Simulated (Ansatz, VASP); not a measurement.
## KBr in VASP and in Ansatz

Contents of POSCAR:

```
KBr
1.0
    0.0000000000      3.3022478065      3.3022478065
    3.3022478065      0.0000000000      3.3022478065
    3.3022478065      3.3022478065      0.0000000000
K Br
1 1
Direct
    0.0000000000      0.0000000000      0.0000000000
    0.5000000000      0.5000000000      0.5000000000
```

File INCAR.step1:

```
SYSTEM = KBr
PREC = Accurate
ENCUT = 520
ISMEAR = 0
SIGMA = 0.01
LREAL = .False.
LASPH = .True.
NELM = 100
NBANDS = 15
GGA = PE
ALGO = Normal
EDIFF = 1E-4
LWAVE = .True.
LCHARG = .False.
```

The input INCAR.step2:

```
SYSTEM = KBr
PREC = Accurate
ENCUT = 520
EDIFF = 1E-6
ISMEAR = 0
SIGMA = 0.01
LREAL = .False.
LASPH = .True.
NELM = 100
ALGO = Normal
ISIF = 2
LWAVE = .False.
LCHARG = .False.
METAGGA = R2SCAN
LMIXTAU = .True.
NBANDS = 15
ISTART = 1
```

File KPOINTS:

```
Automatic mesh
0
Gamma
  6 6 6
  0 0 0
```

Input for Ansatz:

```yaml
crystal:
  lattice:
    - [0.0, 3.3022478065, 3.3022478065]
    - [3.3022478065, 0.0, 3.3022478065]
    - [3.3022478065, 3.3022478065, 0.0]
  atoms:
    - { symbol: K, position: [0.0, 0.0, 0.0] }
    - { symbol: Br, position: [0.5, 0.5, 0.5] }
kpoints:
  mp_grid: { grid: [6, 6, 6] }
  band_path:
    path:
      - [0.0, 0.0, 0.0]
      - [0.5, 0.0, 0.5]
      - [0.625, 0.25, 0.625]
      - [0.375, 0.375, 0.75]
      - [0.5, 0.5, 0.5]
      - [0.5, 0.25, 0.75]
    npoints: 1
hamiltonian:
  xc: r2scan
scf:
  occupations: { method: fixed }
  n_extra_bands: 4
output:
  forces: true
  stress: true
  eigenvalues: true
```

Alike in both runs: task single point; functional r2SCAN; k mesh 6 × 6 × 6; no spin polarisation.

|  | VASP | Ansatz |
| --- | --- | --- |
| version | VASP 6.6.1 | Ansatz 0.2.0 |
| potentials or method | VASP PAW PBE potentials, release 64 (K_sv, Br) | plane waves, PAW |
| plane-wave cutoff (eV) | 520 | 500 |
| occupations | gaussian, width 0.01 eV | fixed |
| valence electrons in the cell | 16 | 16 |

|  | VASP | Ansatz | Ansatz less VASP |
| --- | --- | --- | --- |
| gap on the k mesh at the Fermi level (eV) | 5.07 | 5.07 | -0.002 |
| pressure (GPa) | 0.0 | 0.0 | 0.00 |

VASP's potentials were made for PBE, not for r2SCAN.
